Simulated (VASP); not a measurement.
Set up this calculation in VASP 6.6.1, as the native input.

```
Task                   : single point
Functional             : PBE
Potentials or basis    : VASP PAW PBE potentials, release 64 (Be, S)
Cutoff                 : 600 eV
k mesh                 : 8 × 8 × 8
Occupations            : gaussian, width 0.02 eV
Spin                   : no spin polarisation
Dipole correction      : no
Further INCAR settings : ALGO = Normal; EDIFF = 1e-06; NBANDS = 11
```

The structure of BeS lies in POSCAR:

```
BeS
1.0
    0.0000000000      2.5546890000      2.5546890000
    2.3364390000      0.0000000000      2.5546890000
    2.3364390000      2.5546890000      0.0000000000
Be S
1 1
Direct
    0.0000000000      0.0000000000      0.0000000000
    0.7500000000      0.7500000000      0.7500000000
```

This cell differs from its parent crystal: strained.

The input as run:

INCAR

```
PREC     = Accurate       # precision mode
ENCUT    = 600            # plane-wave cutoff, eV
EDIFF    = 1E-6           # SCF threshold, eV
ISMEAR   = 0              # smearing method
SIGMA    = 0.02           # smearing width, eV
LREAL    = False          # projectors in reciprocal space
LASPH    = True           # aspherical terms in the spheres
NELM     = 120            # most SCF steps
ALGO     = Normal         # electronic algorithm
ISIF     = 2              # what is computed and relaxed
LWAVE    = False          # write WAVECAR
LCHARG   = True           # write CHGCAR
GGA      = PE             # functional
LELF     = True           # ELF
LVHAR    = True         
NBANDS   = 11             # bands
GGA_COMPAT= False
```

KPOINTS

```
Automatic mesh
0
Gamma
  8 8 8
```

Potentials or basis: VASP PAW PBE potentials, release 64 (Be, S).

Launch:

```console
$ cat potpaw_PBE.64/Be/POTCAR potpaw_PBE.64/S/POTCAR > POTCAR
$ mpirun -np 1 vasp_std > vasp.out
```

It gave:

```
Pressure               : -4.4 GPa
Band gap on the k mesh : 2.63 eV (least direct gap 5.04 eV)
```

Caveat: the cell differs from its parent crystal (strained); the stress differs along the axes, from -7 to 0 GPa.

It took 44 s on 1 thread of Intel Xeon 8259CL, with other jobs on the host, peak memory 0.16 GiB.
